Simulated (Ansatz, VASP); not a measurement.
**PtSe2: VASP beside Ansatz**

```xyz
3
Lattice="3.7375 0.0000 0.0000 -1.8688 3.2368 0.0000 0.0000 0.0000 4.6410" Properties=species:S:1:pos:R:3 pbc="T T T"
Pt    0.0000    0.0000    0.0000
Se    1.8688    1.0789    3.3802
Se    0.0000    2.1579    1.2608
```

Alike in both runs: functional PBEsol; dispersion D3(BJ); k mesh 9 × 9 × 6; occupations gaussian, width 0.02 eV; no spin polarisation.

Ansatz relaxed the structure, and its values are those at the end. VASP's run is a single point on that final structure, the one shown.

|  | VASP | Ansatz |
| --- | --- | --- |
| version | VASP 6.6.1 | Ansatz 0.2.0 |
| potentials or method | VASP PAW PBE potentials, release 64 (Pt, Se), cutoff 520 eV | scalar-relativistic, plane waves, PAW |
| valence electrons in the cell | 22 | 50 |

```csv
,VASP,Ansatz,Ansatz less VASP
gap on the k mesh at the Fermi level (eV),none,none,-
pressure (GPa),0.1,0.0,-0.11
rms of the force components (eV/Å),0.008,0.000,-0.0083
```

VASP's potentials were made for PBE, not for PBEsol. A gap of «none» marks a metal or a gap that the smearing closes. VASP's potentials hold 22 valence electrons a cell and Ansatz's 50, so a difference there can come from the potentials and not from the codes.

Neither program's run includes spin-orbit coupling.
